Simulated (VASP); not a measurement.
# ZrC: density of states with PBE

Crystal: ZrC.

```
CELL_PARAMETERS angstrom
3.37180 0.00000 0.00000
-1.68590 2.92006 0.00000
0.00000 0.00000 5.29561
ATOMIC_POSITIONS crystal
Zr 0.33333 0.66667 0.25000
Zr 0.66667 0.33333 0.75000
C 0.00000 0.00000 0.00000
C 0.00000 0.00000 0.50000
```

* Program: VASP 6.6.1
* Task: density of states
* Functional: PBE
* Potentials or basis: VASP PAW PBE potentials, release 64 (Zr_sv, C)
* Cutoff: 520 eV
* k mesh: 18 × 18 × 10
* Occupations: gaussian, width 0.1 eV
* Spin: no spin polarisation
* Dipole correction: no
* k mesh for the DOS: 27 × 27 × 15
* Occupations for the DOS: tetrahedron
* Further INCAR settings: ALGO = Normal; EDIFF = 1e-06; NBANDS = 24

The valence electrons inside the program's atomic spheres are Zr 9.87; C 2.34.

Levels at points of the mesh, in eV from the Fermi level:
```tsv
k point	band 12	band 13	band 14	band 15	band 16	band 17	band 18	band 19	band 20	band 21
(0.00, 0.00, 0.00)	-2.93	-2.93	-1.23	-1.23	0.80	1.13	1.13	1.57	1.57	2.15
```

It took 5.8 min on 1 thread of AMD EPYC 9R45 96-Core Processor (Zen 5), with other jobs on the host, peak memory 0.66 GiB.
